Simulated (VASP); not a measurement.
Wanted: the native input for a VASP 6.6.1 run.

| Property | Result |
| --- | --- |
| Task | electric field gradients |
| Functional | LDA |
| Potentials or basis | VASP PAW LDA potentials, release 64 (I) |
| Cutoff | 520 eV |
| k mesh | 8 × 8 × 8 |
| Occupations | fermi-dirac, width 0.05 eV |
| Spin | no spin polarisation |
| Dipole correction | no |
| Further INCAR settings | ALGO = Normal; EDIFF = 1e-08; NBANDS = 14 |

The structure of I lies in POSCAR:

```
I
1.0
    0.0000000000      3.4897660234      3.4897660234
    3.4897660234      0.0000000000      3.4897660234
    3.4897660234      3.4897660234      0.0000000000
I
2
Direct
   -0.2825000000     -0.0725000000     -0.0725000000
    0.2825000000      0.0725000000      0.0725000000
```

This cell differs from its parent crystal: shortest bond scaled by 0.58.

One way to write it, as run:

INCAR

```
PREC = Accurate
ENCUT = 520
EDIFF = 1E-8
ISMEAR = -1
SIGMA = 0.05
LREAL = F
LASPH = T
NELM = 80
ALGO = Normal
ISIF = 2
LWAVE = F
LCHARG = F
GGA = CA
LEFG = T
NBANDS = 14
```

KPOINTS

```
Automatic mesh
0
Gamma
  8 8 8
```

Potentials or basis: VASP PAW LDA potentials, release 64 (I).

The run is started by

```console
$ cat potpaw_LDA.64/I/POTCAR > POTCAR
$ mpirun -np 1 vasp_std > vasp.out
```

Results of the run:

The pressure is 95.6 GPa and the largest force is 84.230 eV/Å. The band gap on the k mesh is 0.68 eV (least direct gap 1.29 eV). The largest electric field gradient by atom is I +188.5 V/Å².

Caveat: the cell differs from its parent crystal (shortest bond scaled by 0.58); atoms lie so close that the PAW spheres overlap strongly, which falsifies energies and pressures; the cell stands under pressure; without QUAD_EFG the Cq values of the log hold for a quadrupole moment of 1 mb, not for the nuclei; spin-orbit coupling is left out, which moves the levels of the heavy elements; forces of over 1 eV/Å act on the atoms, so gaps and moduli don't describe the material at rest.

It took 36 s on 1 thread of Intel(R) Xeon(R) 6975P-C (Granite Rapids) (shared host), peak memory 0.22 GiB.
